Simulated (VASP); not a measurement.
Write the native input for VASP 6.6.1 that does the following.

| Property | Result |
| --- | --- |
| Task | single point |
| Functional | LDA |
| Potentials or basis | VASP PAW LDA potentials, release 64 (B, N) |
| Cutoff | 520 eV |
| k mesh | 12 × 12 × 4 |
| Occupations | gaussian, width 0.05 eV |
| Spin | no spin polarisation |
| Dipole correction | no |
| Further INCAR settings | ALGO = Normal; EDIFF = 1e-06; NBANDS = 16 |

The structure of BN lies in POSCAR:

```
BN
1.0
    2.4788764319     -0.0060620923      0.2164792328
   -1.2442082751      2.1552916161      0.0027644933
    0.6016638628      0.3409917122      6.6329593115
B N
2 2
Direct
    0.1708580805      0.5854485952      0.2493567505
    0.8291420577      0.4145517508      0.7506432211
    0.4959422821      0.7479505754      0.7505210579
    0.5040575797      0.2520490786      0.2494789705
```

The input as run:

INCAR

```
SYSTEM = BN
ALGO     = Normal         ! electronic algorithm
EDIFF    = 1E-6           ! SCF threshold, eV
ENCUT    = 520            ! plane-wave cutoff, eV
ISIF     = 2              ! what is computed and relaxed
ISMEAR   = 0              ! smearing method
LASPH    = .TRUE.         ! aspherical terms in the spheres
LCHARG   = .FALSE.        ! write CHGCAR
LREAL    = .FALSE.        ! projectors in reciprocal space
LWAVE    = .FALSE.        ! write WAVECAR
NBANDS   = 16             ! bands
NELM     = 80             ! most SCF steps
PREC     = Accurate       ! precision mode
SIGMA    = 0.05           ! smearing width, eV
```

KPOINTS

```
k-points
0
G
  12 12 4
  0 0 0
```

Potentials or basis: VASP PAW LDA potentials, release 64 (B, N).

Command:

```bash
$ cat potpaw_LDA.64/B/POTCAR potpaw_LDA.64/N/POTCAR > POTCAR
$ mpirun -np 1 vasp_std > vasp.out
```

It gave:

- Pressure: 0.4 GPa
- Band gap on the k mesh: 3.88 eV (least direct gap 4.04 eV)

It took 2.2 min on 1 thread of AMD EPYC 9R45 (Zen 5), with other jobs on the host, peak memory 0.2 GiB.
